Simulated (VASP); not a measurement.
# Zr3TiC4: single point with PBE

The system is Zr3TiC4.

```
Zr Ti C
1.0
     3.45117    0.00000    0.00000
     0.00000    3.45117    0.00000
     0.00000    0.00000    9.76137
Zr Ti C
3 1 4
Direct
  0.00000 0.00000 0.75000
  0.50000 0.50000 0.00000
  0.00000 0.00000 0.25000
  0.50000 0.50000 0.50000
  0.00000 0.00000 0.00000
  0.50000 0.50000 0.25000
  0.00000 0.00000 0.50000
  0.50000 0.50000 0.75000
```

| Quantity | Value |
| --- | --- |
| Program | VASP 6.6.1 |
| Task | single point |
| Functional | PBE |
| Potentials or basis | VASP PAW PBE potentials, release 64 (Zr_sv, Ti_sv, C) |
| Cutoff | 520 eV |
| k mesh | 6 × 6 × 2 |
| Occupations | gaussian, width 0.1 eV |
| Spin | no spin polarisation |

```yaml
Pressure: -25.3 GPa
Largest_force: 0.503 eV/Å
Band_gap_on_the_k_mesh: zero (bands 32 and 33 overlap by 0.25 eV)
```

Forces on the atoms (eV/Å):
```
Zr   0.000  0.000 -0.503
Zr   0.000  0.000  0.000
Zr   0.000  0.000  0.503
Ti   0.000  0.000  0.000
C    0.000  0.000  0.000
C    0.000  0.000  0.369
C    0.000  0.000  0.000
C    0.000  0.000 -0.369
```

Stress tensor (GPa, compression positive):
```
-25.14   0.00   0.00
  0.00 -25.14   0.00
  0.00   0.00 -25.75
```

Levels at points of the mesh, in eV from the Fermi level:
```
           k point  band 29  band 30  band 31  band 32  band 33  band 34  band 35  band 36
(0.00, 0.00, 0.00)    -0.23    -0.23     0.02     0.02     0.88     0.88     0.96     1.08
(0.50, 0.00, 0.00)    -2.15    -2.15    -1.82    -1.77     1.55     1.95     2.44     2.96
(0.50, 0.50, 0.00)    -1.14    -1.14    -0.13     0.04     0.04     0.14     2.15     2.18
(0.00, 0.00, 0.50)    -0.12    -0.12     0.06     0.06     0.10     0.10     0.44     0.66
(0.50, 0.00, 0.50)    -2.23    -2.00    -1.88    -1.87     1.63     1.93     2.16     3.18
(0.50, 0.50, 0.50)    -1.43    -1.32    -1.24    -1.11     0.98     0.98     1.21     1.21
```

Wall time 99 s on 1 thread of Intel(R) Xeon(R) Platinum 8559C (Emerald Rapids), with other jobs on the host, peak memory 0.27 GiB.

Caveat: the cell stands under tension.
